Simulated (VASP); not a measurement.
# GaSb (F-43m) in VASP: notebook

The runs below take GaSb through relaxation of cell and atoms, with PBEsol+D3(BJ), PBEsol, revPBE.

Everything below comes from runs of VASP 6.6.1. Logs are shortened: lines on timing, memory, paths and dates and some standing lists are left out, and cuts for length are marked.

### Step 1. The cell of the first run

The structure is cubic, space group F-43m (No. 216). Conventional cell: a = 6.118 Å, b = 6.118 Å, c = 6.118 Å, α = 90.00°, β = 90.00°, γ = 90.00°. Within 3.5 Å of Sb (site symmetry -43m) lie 4 Ga at 2.65 Å. Ga (site symmetry -43m) has 4 Sb at 2.65 Å within 3.5 Å.

### Step 2. Relaxation of cell and atoms, PBEsol+D3(BJ)

Input file INCAR:

```
SYSTEM = GaSb
PREC = Accurate
ENCUT = 600
EDIFF = 1E-6
ISMEAR = -1
SIGMA = 0.05
LREAL = .False.
LASPH = .True.
NELM = 100
ALGO = Normal
ISIF = 3
LWAVE = .False.
LCHARG = .False.
GGA = PS
IVDW = 12
IBRION = 2
NSW = 80
EDIFFG = -0.01
```

Input file KPOINTS:

```
Automatic mesh
0
Gamma
  8 8 8
  0 0 0
```

Input file POSCAR:

```
GaSb
1.0
    0.0000000000      3.0590000000      3.0590000000
    3.0590000000      0.0000000000      3.0590000000
    3.0590000000      3.0590000000      0.0000000000
Sb Ga
1 1
Direct
    0.7500000000      0.7500000000      0.7500000000
    0.0000000000      0.0000000000      0.0000000000
```

Potentials or basis: VASP PAW PBE potentials, release 64 (Sb, Ga_d).

Command:

```
> cat potpaw_PBE.64/Sb/POTCAR potpaw_PBE.64/Ga_d/POTCAR > POTCAR
> mpirun -np 1 vasp_std > vasp.out
```

OUTCAR:

```text
SYSTEM = GaSb
   PREC = Accurate
   ENCUT = 600
   EDIFF = 1E-6
   ISMEAR = -1
   LREAL = .False.
   LASPH = .True.
   NELM = 100
   ISIF = 3
   GGA = PS
   IVDW = 12
   IBRION = 2
   NSW = 80
   EDIFFG = -0.01
 IVDW          = 12

 ion  position               nearest neighbor table
   1  0.750  0.750  0.750-   2 2.65   2 2.65   2 2.65   2 2.65
   2  0.000  0.000  0.000-   1 2.65   1 2.65   1 2.65   1 2.65

  LATTYP: Found a face centered cubic cell.
 ALAT       =     6.1180000000

  Lattice vectors:

 A1 = (   0.0000000000,   3.0590000000,   3.0590000000)
 A2 = (   3.0590000000,   0.0000000000,   3.0590000000)
 A3 = (   3.0590000000,   3.0590000000,   0.0000000000)

Analysis of symmetry for initial positions (statically):
=====================================================================
 Subroutine PRICEL returns:
 Original cell was already a primitive cell.

 Routine SETGRP: Setting up the symmetry group for a
 face centered cubic supercell.

 Subroutine GETGRP returns: Found 24 space group operations
 (whereof 24 operations were pure point group operations)
 out of a pool of 48 trial point group operations.

The static configuration has the point symmetry T_d .

Analysis of symmetry for dynamics (positions and initial velocities):
=====================================================================
 Subroutine PRICEL returns:
 Original cell was already a primitive cell.

 Routine SETGRP: Setting up the symmetry group for a
 face centered cubic supercell.

 Subroutine GETGRP returns: Found 24 space group operations
 (whereof 24 operations were pure point group operations)
 out of a pool of 48 trial point group operations.

The dynamic configuration has the point symmetry T_d .

 Subroutine INISYM returns: Found 24 space group operations
 (whereof 24 operations are pure point group operations),
 and found     1 'primitive' translations

----------------------------------------------------------------------------------------

                                     Primitive cell

  volume of cell :      57.2491

  direct lattice vectors                    reciprocal lattice vectors
     0.000000000  3.059000000  3.059000000    -0.163452109  0.163452109  0.163452109
     3.059000000  0.000000000  3.059000000     0.163452109 -0.163452109  0.163452109
     3.059000000  3.059000000  0.000000000     0.163452109  0.163452109 -0.163452109

  length of vectors
     4.326079287  4.326079287  4.326079287     0.283107357  0.283107357  0.283107357

  position of ions in fractional coordinates (direct lattice)
     0.750000000  0.750000000  0.750000000
     0.000000000  0.000000000  0.000000000

  ion indices of the primitive-cell ions
   primitive index   ion index
                 1           1
                 2           2

----------------------------------------------------------------------------------------

 KPOINTS: Automatic mesh

Automatic generation of k-mesh.
 Grid dimensions read from file:
 generate k-points for:    8    8    8

 Generating k-lattice:

  Cartesian coordinates                     Fractional coordinates (reciprocal lattice)
    -0.020431514  0.020431514  0.020431514     0.125000000  0.000000000  0.000000000
     0.020431514 -0.020431514  0.020431514     0.000000000  0.125000000  0.000000000
     0.020431514  0.020431514 -0.020431514     0.000000000  0.000000000  0.125000000

  Length of vectors
     0.035388420  0.035388420  0.035388420

  Shift w.r.t. Gamma in fractional coordinates (k-lattice)
     0.000000000  0.000000000  0.000000000

 Subroutine IBZKPT returns following result:
 ===========================================

 Found     29 irreducible k-points:

 Following reciprocal coordinates:
            Coordinates               Weight
  0.000000  0.000000  0.000000      1.000000
  0.125000  0.000000  0.000000      8.000000
  0.250000  0.000000  0.000000      8.000000
  0.375000  0.000000  0.000000      8.000000
  0.500000  0.000000  0.000000      4.000000
  0.125000  0.125000  0.000000      6.000000
[... 16 lines left out ...]
  0.500000  0.250000  0.125000     48.000000
 -0.375000  0.250000  0.125000     24.000000
 [... further k-points ...]
   k-points           NKPTS =     29   k-points in BZ     NKDIM =     29   number of bands    NBANDS=     13
   number of dos      NEDOS =    301   number of ions     NIONS =      2
   total plane-waves  NPLWV =  46656
   dimension x,y,z NGX =    36 NGY =   36 NGZ =   36
   dimension x,y,z NGXF=    72 NGYF=   72 NGZF=   72
   ions per type =               1   1
   NGX,Y,Z   is equivalent  to a cutoff of  13.83, 13.83, 13.83 a.u.
   NGXF,Y,Z  is equivalent  to a cutoff of  27.67, 27.67, 27.67 a.u.
 SYSTEM =  GaSb
   PREC   = accura    normal or accurate (medium, high low for compatibility)
   ISTART =      0    job   : 0-new  1-cont  2-samecut
   ICHARG =      2    charge: 1-file 2-atom 10-const
   ISPIN  =      1    spin polarized calculation?
   LNONCOLLINEAR =      F non collinear calculations
   LSORBIT =      F    spin-orbit coupling
   LASPH  =      T    aspherical Exc in radial PAW
   ENCUT  =  600.0 eV  44.10 Ry    6.64 a.u.   8.64  8.64  8.64*2*pi/ulx,y,z
   NELM   =    100;   NELMIN=  2; NELMDL= -5     # of ELM steps
   EDIFF  = 0.1E-05   stopping-criterion for ELM
   LREAL  =      F    real-space projection
   EDIFFG = -.1E-01   stopping-criterion for IOM
   NSW    =     80    number of steps for IOM
   IBRION =      2    ionic relax: 0-MD 1-quasi-New 2-CG
   NFREE  =      1    steps in history (QN), initial steepest desc. (CG)
   ISIF   =      3    stress and relaxation
   ISYM   =      2    0-nonsym 1-usesym 2-fastsym
   POTIM  = 0.5000    time-step for ionic-motion
   TEBEG  =    0.0;   TEEND  =   0.0 temperature during run
   PSTRESS=    0.0 pullay stress
   NELECT =      18.0000    total number of electrons
   NUPDOWN=      -1.0000    fix difference up-down
   EMIN   =  10.00;   EMAX   =-10.00  energy-range for DOS
   EFERMI =   0.00;   METHOD = LEGACY
   ISMEAR =    -1;   SIGMA  =   0.05  broadening in eV -4-tet -1-fermi 0-gaus
   EFERMI_NEDOS =   21; number of points for ismear=-14 and -15
   IALGO  =     38    algorithm
   IMIX   =      4    mixing-type and parameters
     AMIX     =   0.40;   BMIX     =  1.00
     AMIX_MAG =   1.60;   BMIX_MAG =  1.00
  volume/ion in A,a.u.               =      28.62       193.17
  Fermi-wavevector in a.u.,A,eV,Ry     =   1.113208  2.103657 16.860766  1.239231
  Thomas-Fermi vector in A             =   2.249790
   LORBIT       =      0    0 simple, 1 ext, 2 COOP (PROOUT), +10 PAW based schemes
   GGA     = PS    functional components
   LHFCALC =     F    Hartree Fock is set to
   AEXX    =    0.0000 exact exchange contribution
   IVDW    =    12    specifies the selected vdW correction
   LEPSILON=     F    determine dielectric tensor
   LRPA    =     F    only Hartree local field effects (RPA)
 conjugate gradient relaxation of ions
 non-spin polarized calculation
  energy-cutoff  :      600.00
  volume of cell :       57.25
 maximum number of plane-waves:      1926
   NGX = 17   NGY = 17   NGZ = 17

--------------------------------------- Ionic step        1  -------------------------------------------

 number of electron      18.0000006 magnetization

 Free energy of the ion-electron system (eV)
  ---------------------------------------------------
  ext. energy  EPLUGINS =         0.00000000
  ---------------------------------------------------
  free energy    TOTEN  =        -8.14800815 eV

  energy without entropy =       -8.14749346  energy(sigma->0) =       -8.14775081

------------------------ aborting loop because EDIFF is reached ----------------------------------------

 Edisp (eV)   -0.64776

 E8    (eV) :    -0.4473

  FORCE on cell =-STRESS in cart. coord.  units (eV):
  Direction    XX          YY          ZZ          XY          YZ          ZX
  --------------------------------------------------------------------------------------
  -------------------------------------------------------------------------------------
  Total      -0.66618    -0.66618    -0.66618     0.00000     0.00000     0.00000
  in kB     -18.64368   -18.64368   -18.64368     0.00000     0.00000     0.00000
  external pressure =      -18.64 kB  Pullay stress =        0.00 kB
[... 61 lines left out ...]
  energy  without entropy=       -8.8064286670  energy(sigma->0) =       -8.80649677

--------------------------------------- Ionic step        3  -------------------------------------------

 number of electron      18.0000003 magnetization

 Free energy of the ion-electron system (eV)
  ---------------------------------------------------
  ext. energy  EPLUGINS =         0.00000000
  ---------------------------------------------------
  free energy    TOTEN  =        -8.13676670 eV

  energy without entropy =       -8.13654990  energy(sigma->0) =       -8.13665830

 E-fermi :   5.2635     XC(G=0):  -9.4250

 val. band max:        5.1113156533   @ k =   0.0000   0.0000   0.0000
 cond. band min:       5.3633956679   @ k =   0.0000   0.0000   0.0000
 fundamental gap:      0.2520800146
 Fermi energy:         5.2634893985

 k-point     1 :       0.0000    0.0000    0.0000
  band No.  band energies     occupation
      1      -9.9659      2.00000
      2      -9.9659      2.00000
      3      -9.9659      2.00000
      4      -9.9097      2.00000
      5      -9.9097      2.00000
      6      -6.6526      2.00000
      7       5.1113      1.90900
      8       5.1113      1.90900
      9       5.1113      1.90900
     10       5.3634      0.23880
     11       7.8564      0.00000
     12       7.8564      0.00000
     13       7.8564      0.00000
[... 353 lines left out ...]
 k-point    24 :      -0.3750    0.2500    0.1250
  band No.  band energies     occupation
      1     -10.0046      2.00000
      2      -9.9501      2.00000
      3      -9.9466      2.00000
      4      -9.9134      2.00000
      5      -9.9096      2.00000
      6      -4.5509      2.00000
      7      -1.4166      2.00000
      8       1.8449      2.00000
      9       3.0999      2.00000
     10       7.4612      0.00000
     11       8.4564      0.00000
     12      10.5693      0.00000
     13      11.6067      0.00000

 [... further k-points ...]

------------------------ aborting loop because EDIFF is reached ----------------------------------------

 Edisp (eV)   -0.67129

 E8    (eV) :    -0.4633

  FORCE on cell =-STRESS in cart. coord.  units (eV):
  Direction    XX          YY          ZZ          XY          YZ          ZX
  --------------------------------------------------------------------------------------
  -------------------------------------------------------------------------------------
  Total       0.00435     0.00435     0.00435    -0.00000     0.00000    -0.00000
  in kB       0.12638     0.12638     0.12638    -0.00000     0.00000    -0.00000
  external pressure =        0.13 kB  Pullay stress =        0.00 kB
[... 17 lines left out ...]
  FREE ENERGIE OF THE ION-ELECTRON SYSTEM (eV)
  ---------------------------------------------------
  free  energy   TOTEN  =        -8.8080539030 eV

  energy  without entropy=       -8.8078370992  energy(sigma->0) =       -8.80794550

 reached required accuracy - stopping structural energy minimisation
```

Wall time 33 s (1 thread of Intel Xeon Platinum 8559C (Emerald Rapids), shared host); peak memory 0.22 GiB.

What came out:

* Free energy: -8.8081 eV
* Relaxed volume: 27.60 Å³/atom
* Relaxed cell: a = 4.274 Å, b = 4.274 Å, c = 4.274 Å, α = 60.00°, β = 60.00°, γ = 60.00°
* Space group after relaxing (to 0.05 Å): F-43m (No. 216)
* Energy gained by relaxing: 6.1 meV/atom
* Ionic steps: 3
* Pressure after relaxing: 0.0 GPa
* Band gap on the k mesh: 0.25 eV, direct
* Dispersion energy per atom: -0.336 eV

Step by step:
```tsv
step	energy change (eV)	largest force (eV/Å)	pressure (GPa)	volume (Å³)
1	0.0000	0.0000	-1.86	57.25
2	-0.0108	0.0000	0.68	54.53
3	-0.0123	0.0000	0.01	55.20
```

Final structure:
```yaml
crystal:
  lattice:
    - [0.00000, 3.02210, 3.02210]
    - [3.02210, 0.00000, 3.02210]
    - [3.02210, 3.02210, 0.00000]
  atoms:
    - { symbol: Sb, position: [0.75000, 0.75000, 0.75000] }
    - { symbol: Ga, position: [0.00000, 0.00000, 0.00000] }
```

Caveat: the PAW data sets were made with another functional, which shifts forces and pressure a little; spin-orbit coupling is left out, which moves the levels of the heavy elements.

(Continued in part 2 of 2.)
